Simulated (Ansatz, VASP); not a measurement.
## Two plane-wave programs on Au

INCAR

```
  PREC = Accurate
  ENCUT = 520
  EDIFF = 1E-6
  ISMEAR = 0
  SIGMA = 0.15
  LREAL = F
  LASPH = T
  NELM = 60
  ALGO = Fast
  ISIF = 2
  LWAVE = F
  LCHARG = F
  GGA = PS
  NBANDS = 12
```

The input KPOINTS:

```
Automatic mesh
0
Gamma
  22 22 22
```

POSCAR

```
Au
1.0
   -1.4555798493      1.6635198278      1.6635198278
    1.6635198278     -1.4555798493      1.6635198278
    1.6635198278      1.6635198278     -1.4555798493
Au
1
Direct
    0.0000000000      0.0000000000      0.0000000000
```

Input for Ansatz:

```yaml
crystal:
  lattice:
    - [-1.4555798493, 1.6635198278, 1.6635198278]
    - [1.6635198278, -1.4555798493, 1.6635198278]
    - [1.6635198278, 1.6635198278, -1.4555798493]
  atoms:
    - { symbol: Au, position: [0.0, 0.0, 0.0] }
basis:
  ecutwfc: 420
kpoints:
  mp_grid: { grid: [22, 22, 22] }
hamiltonian:
  xc: pbesol
scf:
  occupations: { method: gaussian, width: 0.15 }
output:
  forces: true
  stress: true
  eigenvalues: true
```

Alike in both runs: task single point; functional PBEsol; k mesh 22 × 22 × 22; occupations gaussian, width 0.15 eV; no spin polarisation.

```csv
,VASP,Ansatz
version,VASP 6.6.1,Ansatz 0.2.0
potentials or method,"VASP PAW PBE potentials, release 64 (Au), cutoff 520 eV","scalar-relativistic, plane waves, PAW"
valence electrons in the cell,11,19
```

VASP gave:

| Property | Result |
| --- | --- |
| gap on the k mesh at the Fermi level (eV) | none |
| pressure (GPa) | -4.9 |
| traceless stress, the component that is largest in VASP (GPa) | -1.89 |

Estimate Ansatz's values.

gap on the k mesh at the Fermi level (eV): none; pressure (GPa): -4.7; traceless stress, the component that is largest in VASP (GPa): -1.91.

VASP's potentials were made for PBE, not for PBEsol. A gap of «none» marks a metal or a gap that the smearing closes. The functional is the same, so the differences come from potentials, cutoffs and numerics. VASP's potentials hold 11 valence electrons a cell and Ansatz's 19, so a difference there can come from the potentials and not from the codes.

Neither program's run includes spin-orbit coupling.
